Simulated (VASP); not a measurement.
Wanted: the native input for a VASP 6.6.1 run.

```yaml
Task: single point
Functional: PBEsol
Potentials_or_basis: VASP PAW PBE potentials, release 64 (Sb_d_GW)
Cutoff: 500 eV
k_mesh: 12 × 12 × 12
Occupations: gaussian, width 0.15 eV
Spin: no spin polarisation
Dipole_correction: no
Further_INCAR_settings: ALGO = Normal; EDIFF = 1e-06; NBANDS = 22
```

The structure of Sb lies in POSCAR:

```
Sb
1.0
    2.1506003320      1.2416496806      3.8001600000
   -2.1506003320      1.2416496806      3.8001600000
    0.0000000000     -2.4832993611      3.8001600000
Sb
2
Direct
    0.2336400000      0.2336400000      0.2336400000
    0.7663600000      0.7663600000      0.7663600000
```

This cell differs from its parent crystal: strain +0.000 along x and y, +0.015 along z.

One way to write it, as run:

INCAR

```
  PREC = Accurate
  ENCUT = 500
  EDIFF = 1E-6
  ISMEAR = 0
  SIGMA = 0.15
  LREAL = F
  LASPH = T
  NELM = 120
  ALGO = Normal
  ISIF = 2
  LWAVE = F
  LCHARG = F
  GGA = PS
  NBANDS = 22
  GGA_COMPAT = F
```

KPOINTS

```
Automatic mesh
0
Gamma
  12 12 12
```

Potentials or basis: VASP PAW PBE potentials, release 64 (Sb_d_GW).

The run is started by

```bash
$ cat potpaw_PBE.64/Sb_d_GW/POTCAR > POTCAR
$ mpirun -np 1 vasp_std > vasp.out
```

It gave:

* Pressure: -0.4 GPa
* Largest force: 0.065 eV/Å
* Band gap on the k mesh: zero (bands 15 and 16 overlap by 0.28 eV)

Caveat: the cell differs from its parent crystal (strain +0.000 along x and y, +0.015 along z); the PAW data sets were made with another functional, which shifts forces and pressure a little; spin-orbit coupling is left out, which moves the levels of the heavy elements.

Wall time 4.1 min on 1 thread of Intel(R) Xeon(R) Platinum 8375C CPU @ 2.90GHz (Ice Lake), with other jobs on the host, peak memory 0.38 GiB.
